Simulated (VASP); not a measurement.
# P (R-3m) in VASP: a series of runs, part 2 of 2

VASP 6.6.1. Earlier steps stand in the parts before.

### Step 3. Single point, PBE+D3(BJ)

This run uses another cell than the first one, of the same volume but with other edges.

Input file INCAR:

```
SYSTEM = P
ALGO = Normal
EDIFF = 1E-6
ENCUT = 520
GGA = PE
ISIF = 2
ISMEAR = 0
IVDW = 12
LASPH = .True.
LCHARG = .False.
LREAL = .False.
LWAVE = .False.
NBANDS = 12
NELM = 80
PREC = Accurate
SIGMA = 0.15
```

Input file KPOINTS:

```
k-points
0
Gamma
  24 24 24
  0 0 0
```

Input file POSCAR:

```
P
1.0
    1.6602574782      0.9585501020      3.1103938071
   -1.6602574782      0.9585501020      3.1103938071
    0.0000000000     -1.9171002040      3.1103938071
P
2
Direct
    0.2336660455      0.2336660455      0.2336660455
    0.7663339545      0.7663339545      0.7663339545
```

Potentials or basis: VASP PAW PBE potentials, release 64 (P).

Command:

```console
> cat potpaw_PBE.64/P/POTCAR > POTCAR
> mpirun -np 1 vasp_std > vasp.out
```

OUTCAR:

```text
SYSTEM = P
   EDIFF = 1E-6
   ENCUT = 520
   GGA = PE
   ISIF = 2
   ISMEAR = 0
   IVDW = 12
   LASPH = .True.
   LREAL = .False.
   NELM = 80
   PREC = Accurate
 IVDW          = 12

 ion  position               nearest neighbor table
   1  0.234  0.234  0.234-   2 2.29   2 2.29   2 2.29   2 2.67   2 2.67   2 2.67
   2  0.766  0.766  0.766-   1 2.29   1 2.29   1 2.29   1 2.67   1 2.67   1 2.67

  LATTYP: Found a trigonal (rhomboedric) cell.
 ALAT       =     3.6537409360
 COS(alpha) =     0.5870424754

  Lattice vectors:

 A1 = (   1.6602574782,   0.9585501020,   3.1103938071)
 A2 = (  -1.6602574782,   0.9585501020,   3.1103938071)
 A3 = (   0.0000000000,  -1.9171002040,   3.1103938071)

Analysis of symmetry for initial positions (statically):
=====================================================================
 Subroutine PRICEL returns:
 Original cell was already a primitive cell.

 Routine SETGRP: Setting up the symmetry group for a
 trigonal (rhombohedral) supercell.

 Subroutine GETGRP returns: Found 12 space group operations
 (whereof 12 operations were pure point group operations)
 out of a pool of 12 trial point group operations.

The static configuration has the point symmetry D_3d.

Analysis of symmetry for dynamics (positions and initial velocities):
=====================================================================
 Subroutine PRICEL returns:
 Original cell was already a primitive cell.

 Routine SETGRP: Setting up the symmetry group for a
 trigonal (rhombohedral) supercell.

 Subroutine GETGRP returns: Found 12 space group operations
 (whereof 12 operations were pure point group operations)
 out of a pool of 12 trial point group operations.

The dynamic configuration has the point symmetry D_3d.

 Subroutine INISYM returns: Found 12 space group operations
 (whereof 12 operations are pure point group operations),
 and found     1 'primitive' translations

----------------------------------------------------------------------------------------

                                     Primitive cell

  volume of cell :      29.7000

[... 118 lines left out ...]
   LRPA    =     F    only Hartree local field effects (RPA)
 non-spin polarized calculation
 Gauss-broadening in eV      SIGMA  =   0.15
  energy-cutoff  :      520.00
  volume of cell :       29.70
 maximum number of plane-waves:       819
   NGX = 13   NGY = 13   NGZ = 13

 number of electron      10.0000000 magnetization

 Free energy of the ion-electron system (eV)
  ---------------------------------------------------
  ext. energy  EPLUGINS =         0.00000000
  ---------------------------------------------------
  free energy    TOTEN  =       -10.55673782 eV

  energy without entropy =      -10.55150804  energy(sigma->0) =      -10.55412293

 E-fermi :   9.8184     XC(G=0): -11.1579

 val. band max:        9.8173842741   @ k =   0.5000   0.5000   0.4583
 cond. band min:       9.8201440578   @ k =  -0.2500   0.1667   0.0000
 fundamental gap:      0.0027597837
 Fermi energy:         9.8184129631

 k-point     1 :       0.0000    0.0000    0.0000
  band No.  band energies     occupation
      1      -7.0828      2.00000
      2       6.0329      2.00000
      3       6.7985      2.00000
      4       7.6830      2.00000
      5       7.6830      2.00000
      6      12.3158      0.00000
      7      13.3279      0.00000
      8      13.3279      0.00000
      9      15.7288      0.00000
     10      15.7288      0.00000
     11      16.6656      0.00000
     12      16.8911      0.00000
[... 331 lines left out ...]
 k-point    24 :       0.4583    0.0417   -0.0000
  band No.  band energies     occupation
      1      -3.6967      2.00000
      2      -1.5685      2.00000
      3       6.0967      2.00000
      4       6.6351      2.00000
      5       8.7075      2.00000
      6       9.7099      1.69376
      7      10.5327      0.00000
      8      11.0184      0.00000
      9      18.0939      0.00000
     10      19.9060      0.00000
     11      20.7098      0.00000
     12      22.2890      0.00000

 [... further k-points ...]

------------------------ aborting loop because EDIFF is reached ----------------------------------------

 Edisp (eV)   -0.95115

 E8    (eV) :    -0.3597

  FORCE on cell =-STRESS in cart. coord.  units (eV):
  Direction    XX          YY          ZZ          XY          YZ          ZX
  --------------------------------------------------------------------------------------
  -------------------------------------------------------------------------------------
  Total       0.83841     0.83841    -1.00121     0.00000     0.00000     0.00000
  in kB      45.22853    45.22853   -54.01084     0.00000     0.00000     0.00000
  external pressure =       12.15 kB  Pullay stress =        0.00 kB

 VOLUME and BASIS-vectors are now :
 -----------------------------------------------------------------------------
  energy-cutoff  :      520.00
  volume of cell :       29.70
      direct lattice vectors                 reciprocal lattice vectors
     1.660257478  0.958550102  3.110393807     0.301158107  0.173873714  0.107167566
    -1.660257478  0.958550102  3.110393807    -0.301158107  0.173873714  0.107167566
     0.000000000 -1.917100204  3.110393807     0.000000000 -0.347747429  0.107167566

 POSITION                                       TOTAL-FORCE (eV/Angst)
 -----------------------------------------------------------------------------------
      0.00000      0.00000      2.18038         0.000000     -0.000000     -0.350120
      0.00000      0.00000      7.15080         0.000000      0.000000      0.350120
 -----------------------------------------------------------------------------------
    total drift:                                0.000000     -0.000000     -0.000000

  FREE ENERGIE OF THE ION-ELECTRON SYSTEM (eV)
  ---------------------------------------------------
  free  energy   TOTEN  =       -11.5078909715 eV

  energy  without entropy=      -11.5026611952  energy(sigma->0) =      -11.50527608
```

stdout:

```text
POSCAR found type information on POSCAR P
 POSCAR found :  1 types and       2 ions
 scaLAPACK will be used
 LDA part: xc-table for (Slater+PW92), standard interpolation
 POSCAR, INCAR and KPOINTS ok, starting setup
 FFT: planning ... GRIDC
 FFT: planning ... GRID_SOFT
 FFT: planning ... GRID
 WAVECAR not read
 entering main loop
```

Wall time 3.1 min (1 thread of Intel Xeon Platinum 8559C (Emerald Rapids), shared host); peak memory 0.45 GiB.

Results:

* Free energy: -11.5079 eV
* Pressure: 1.2 GPa
* Largest force: 0.350 eV/Å
* Band gap on the k mesh: zero (bands 5 and 6 overlap by 1.71 eV)
* Dispersion energy per atom: -0.476 eV

Forces in eV/Å, atoms in the order of the input:
```
P    0.000  0.000 -0.350
P    0.000  0.000  0.350
```

Caveat: the stress differs along the axes, from -5 to 5 GPa.
